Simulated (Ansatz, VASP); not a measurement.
**KF: VASP beside Ansatz**

INCAR

```
ALGO = Normal
EDIFF = 1E-6
ENCUT = 520
GGA = PE
ISIF = 2
ISMEAR = 0
LASPH = T
LCHARG = T
LELF = T
LREAL = F
LVHAR = T
LWAVE = F
NBANDS = 15
NELM = 60
PREC = Accurate
SIGMA = 0.05
```

The input KPOINTS:

```
k-points
0
Gamma
  8 8 8
```

POSCAR

```
KF
1.0
    0.0597964745      2.8111679985      2.8111679985
    2.8111679985      0.0597964745      2.8111679985
    2.8111679985      2.8111679985      0.0597964745
K F
1 1
Direct
    0.0000000000      0.0000000000      0.0000000000
    0.5000000000      0.5000000000      0.5000000000
```

Input for Ansatz:

```yaml
crystal:
  lattice:
    - [0.0597964745, 2.8111679985, 2.8111679985]
    - [2.8111679985, 0.0597964745, 2.8111679985]
    - [2.8111679985, 2.8111679985, 0.0597964745]
  atoms:
    - { symbol: K, position: [0.0, 0.0, 0.0] }
    - { symbol: F, position: [0.5, 0.5, 0.5] }
basis:
  ecutwfc: 520.0
kpoints:
  mp_grid: { grid: [8, 8, 8] }
hamiltonian:
  xc: pbe
scf:
  occupations: { method: gaussian, width: 0.05 }
output:
  forces: true
  stress: true
  eigenvalues: true
```

Alike in both runs: task single point; functional PBE; k mesh 8 × 8 × 8; occupations gaussian, width 0.05 eV; no spin polarisation.

|  | VASP | Ansatz |
| --- | --- | --- |
| version | VASP 6.6.1 | Ansatz 0.2.0 |
| potentials or method | VASP PAW PBE potentials, release 64 (K_sv, F), cutoff 520 eV | scalar-relativistic, plane waves, PAW |
| valence electrons in the cell | 16 | 16 |

```csv
,VASP,Ansatz,Ansatz less VASP
gap on the k mesh at the Fermi level (eV),5.56,5.58,+0.014
least direct gap on the mesh (eV),5.56,5.58,+0.014
pressure (GPa),-1.9,-1.9,+0.03
"traceless stress, the component that is largest in VASP (GPa)",-0.32,-0.32,-0.002
```

With one functional, cell and mesh, what is left measures potentials, basis and numerics.
